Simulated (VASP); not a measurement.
# BaTiO3 in VASP: notebook, part 3 of 3

VASP 6.6.1. Earlier steps stand in the parts before.

### Step 6. Single point, PBEsol+D3(BJ)

This run uses another cell than the first one, of 12.37 Å³/atom, 1.082 times its volume.

INCAR

```
PREC = Accurate
ENCUT = 520
EDIFF = 1E-6
ISMEAR = -1
SIGMA = 0.05
LREAL = False
LASPH = True
NELM = 60
ALGO = Normal
ISIF = 2
LWAVE = False
LCHARG = False
GGA = PS
IVDW = 12
NBANDS = 28
```

KPOINTS

```
Automatic mesh
0
Gamma
  7 7 7
```

POSCAR

```
BaTiO3
1.0
    3.9395226113      0.0000000000      0.0000000000
    0.0000000000      3.9395226113      0.0000000000
    0.0000000000      0.0000000000      3.9843398855
Ba Ti O
1 1 3
Direct
    0.0000000000      0.0000000000      0.0016800793
    0.5000000000      0.5000000000      0.4892669064
    0.0000000000      0.5000000000      0.5152385536
    0.5000000000      0.0000000000      0.5152385536
    0.5000000000      0.5000000000      0.0215759070
```

Potentials or basis: VASP PAW PBE potentials, release 64 (Ba_sv, Ti_sv, O).

Command:

```console
cat potpaw_PBE.64/Ba_sv/POTCAR potpaw_PBE.64/Ti_sv/POTCAR potpaw_PBE.64/O/POTCAR > POTCAR
mpirun -np 1 vasp_std > vasp.out
```

OUTCAR:

```text
PREC = Accurate
   ENCUT = 520
   EDIFF = 1E-6
   ISMEAR = -1
   LREAL = False
   LASPH = True
   NELM = 60
   ISIF = 2
   GGA = PS
   IVDW = 12
 IVDW          = 12

 ion  position               nearest neighbor table
   1  0.000  0.000  0.002-   3 2.76   4 2.76   3 2.76   4 2.76   5 2.79   5 2.79   5 2.79   5 2.79
                             4 2.84   3 2.84   4 2.84   3 2.84   2 3.40   2 3.40   2 3.40   2 3.40
   2  0.500  0.500  0.489-   5 1.86   4 1.97   3 1.97   4 1.97   3 1.97   5 2.12   1 3.40   1 3.40
                             1 3.40   1 3.40   1 3.45   1 3.45   1 3.45   1 3.45
   3  0.000  0.500  0.515-   2 1.97   2 1.97   1 2.76   1 2.76   1 2.84   1 2.84
   4  0.500  0.000  0.515-   2 1.97   2 1.97   1 2.76   1 2.76   1 2.84   1 2.84
   5  0.500  0.500  0.022-   2 1.86   2 2.12   1 2.79   1 2.79   1 2.79   1 2.79

  LATTYP: Found a simple tetragonal cell.
 ALAT       =     3.9395226113
 C/A-ratio  =     1.0113763211

  Lattice vectors:

 A1 = (   3.9395226113,   0.0000000000,   0.0000000000)
 A2 = (   0.0000000000,   3.9395226113,   0.0000000000)
 A3 = (   0.0000000000,   0.0000000000,   3.9843398855)

Analysis of symmetry for initial positions (statically):
=====================================================================
 Subroutine PRICEL returns:
[... 182 lines left out ...]
 Fermi energy:         4.9330966249

 k-point     1 :       0.0000    0.0000    0.0000
  band No.  band energies     occupation
      1     -52.1421      2.00000
      2     -28.5303      2.00000
      3     -28.4903      2.00000
      4     -28.4903      2.00000
      5     -20.7220      2.00000
      6     -12.9178      2.00000
[... 733 lines left out ...]
     27      12.6010      0.00000
     28      13.0510      0.00000

 [... further k-points ...]

------------------------ aborting loop because EDIFF is reached ----------------------------------------

 Edisp (eV)   -1.37177

 E8    (eV) :    -0.9501

  FORCE on cell =-STRESS in cart. coord.  units (eV):
  Direction    XX          YY          ZZ          XY          YZ          ZX
  --------------------------------------------------------------------------------------
  -------------------------------------------------------------------------------------
  Total       0.62037     0.62037     0.62853     0.00000     0.00000     0.00000
  in kB      16.07379    16.07379    16.28527     0.00000     0.00000     0.00000
  external pressure =       16.14 kB  Pullay stress =        0.00 kB

 VOLUME and BASIS-vectors are now :
 -----------------------------------------------------------------------------
  energy-cutoff  :      520.00
  volume of cell :       61.84
      direct lattice vectors                 reciprocal lattice vectors
     3.939522611  0.000000000  0.000000000     0.253837863  0.000000000  0.000000000
     0.000000000  3.939522611  0.000000000     0.000000000  0.253837863  0.000000000
     0.000000000  0.000000000  3.984339885     0.000000000  0.000000000  0.250982604

 POSITION                                       TOTAL-FORCE (eV/Angst)
 -----------------------------------------------------------------------------------
      0.00000      0.00000      0.00669        -0.000000     -0.000000      0.026137
      1.96976      1.96976      1.94941        -0.000000      0.000000      0.035386
      0.00000      1.96976      2.05289         0.000000     -0.000000     -0.011585
      1.96976      0.00000      2.05289        -0.000000     -0.000000     -0.011585
      1.96976      1.96976      0.08597        -0.000000     -0.000000     -0.038354
 -----------------------------------------------------------------------------------
    total drift:                                0.000000      0.000000      0.000397

  FREE ENERGIE OF THE ION-ELECTRON SYSTEM (eV)
  ---------------------------------------------------
  free  energy   TOTEN  =       -43.3375873504 eV

  energy  without entropy=      -43.3375873499  energy(sigma->0) =      -43.33758735
```

OSZICAR:

```text
N       E                     dE             d eps       ncg     rms          rms(c)
DAV:   1     0.430809731779E+03    0.43081E+03   -0.21049E+04  2240   0.155E+03
DAV:   2    -0.785018068759E+01   -0.43866E+03   -0.41749E+03  2588   0.430E+02
DAV:   3    -0.499315701596E+02   -0.42081E+02   -0.41741E+02  3016   0.131E+02
DAV:   4    -0.519814662040E+02   -0.20499E+01   -0.20460E+01  3428   0.244E+01
DAV:   5    -0.520290651060E+02   -0.47599E-01   -0.47591E-01  2944   0.306E+00    0.238E+01
DAV:   6    -0.421503702962E+02    0.98787E+01   -0.50672E+01  3200   0.673E+01    0.988E+00
DAV:   7    -0.420941224574E+02    0.56248E-01   -0.83247E+00  2960   0.211E+01    0.717E+00
DAV:   8    -0.419651740477E+02    0.12895E+00   -0.96046E-01  2748   0.933E+00    0.252E+00
DAV:   9    -0.419816200509E+02   -0.16446E-01   -0.18547E-01  2744   0.275E+00    0.113E+00
DAV:  10    -0.419675599219E+02    0.14060E-01   -0.82519E-02  2804   0.256E+00    0.420E-01
DAV:  11    -0.419659304153E+02    0.16295E-02   -0.81701E-03  3440   0.725E-01    0.584E-02
DAV:  12    -0.419658374816E+02    0.92934E-04   -0.62411E-04  2532   0.230E-01    0.471E-02
DAV:  13    -0.419658781491E+02   -0.40668E-04   -0.39801E-04  3104   0.210E-01    0.624E-02
DAV:  14    -0.419658208900E+02    0.57259E-04   -0.16270E-04  3104   0.107E-01    0.104E-02
DAV:  15    -0.419658211725E+02   -0.28250E-06   -0.11460E-05  2688   0.217E-02    0.843E-03
DAV:  16    -0.419658205272E+02    0.64525E-06   -0.13394E-06  1896   0.111E-02
   1 F= -.43337587E+02 E0= -.43337587E+02  d E =-.472705E-09
```

stdout:

```text
POSCAR found type information on POSCAR BaTiO
 POSCAR found :  3 types and       5 ions
 scaLAPACK will be used
 -----------------------------------------------------------------------------
|                                                                             |
|                                                                             |
|     You enforced a specific xc type in the INCAR file but a different       |
|     I HOPE YOU KNOW WHAT YOU ARE DOING!                                     |
|                                                                             |
 -----------------------------------------------------------------------------

 LDA part: xc-table for (Slater+PW92), standard interpolation
 POSCAR, INCAR and KPOINTS ok, starting setup
 FFT: planning ... GRIDC
 FFT: planning ... GRID_SOFT
 FFT: planning ... GRID
 WAVECAR not read
 entering main loop
```

It took 1.8 min on 1 thread of Intel Xeon Platinum 8259CL at 2.50GHz (Skylake/Cascade Lake), shared host; peak memory 0.22 GiB.

What came out:

- Free energy: -43.3376 eV
- Pressure: 1.6 GPa
- Largest force: 0.038 eV/Å
- Band gap on the k mesh: 1.91 eV, indirect (least direct gap 2.09 eV)
- Dispersion energy per atom: -0.274 eV

Forces in eV/Å, atoms in the order of the input:
```
Ba   0.000  0.000  0.026
Ti   0.000  0.000  0.035
O    0.000  0.000 -0.012
O    0.000  0.000 -0.012
O    0.000  0.000 -0.038
```

Caveat: three body term missing; the PAW data sets were made with another functional, which shifts forces and pressure a little; spin-orbit coupling is left out, which moves the levels of the heavy elements. A k mesh can miss the band edges.

### Step 7. Summary

```tsv
level	cell	gap on the mesh (eV)	pressure (GPa)	largest force (eV/Å)
PBEsol	a = 3.852 Å, 5 atoms	1.91	22.8	-
PBEsol	a = 3.905 Å, 5 atoms	1.90	12.4	-
PBEsol	a = 3.930, b = 3.930, c = 3.959 Å, 5 atoms	1.91	7.2	0.03
PBEsol+D3(BJ)	a = 3.937, b = 3.937, c = 3.977 Å, 5 atoms	1.91	2.1	0.04
PBEsol+D3(BJ)	a = 3.940, b = 3.940, c = 3.984 Å, 5 atoms	1.91	1.6	0.04
```

Alike in all rows: task single point; potentials or basis VASP PAW PBE potentials, release 64 (Ba_sv, Ti_sv, O); no spin polarisation; k mesh 7 × 7 × 7; cutoff (eV) 520; smearing fermi-dirac 0.05 eV.

Caveats: the PAW data sets were made with another functional, which shifts forces and pressure a little; spin-orbit coupling is left out, which moves the levels of the heavy elements; three body term missing (some runs).

Total energies depend on the potentials used, so only differences within one code and one set of settings carry meaning.
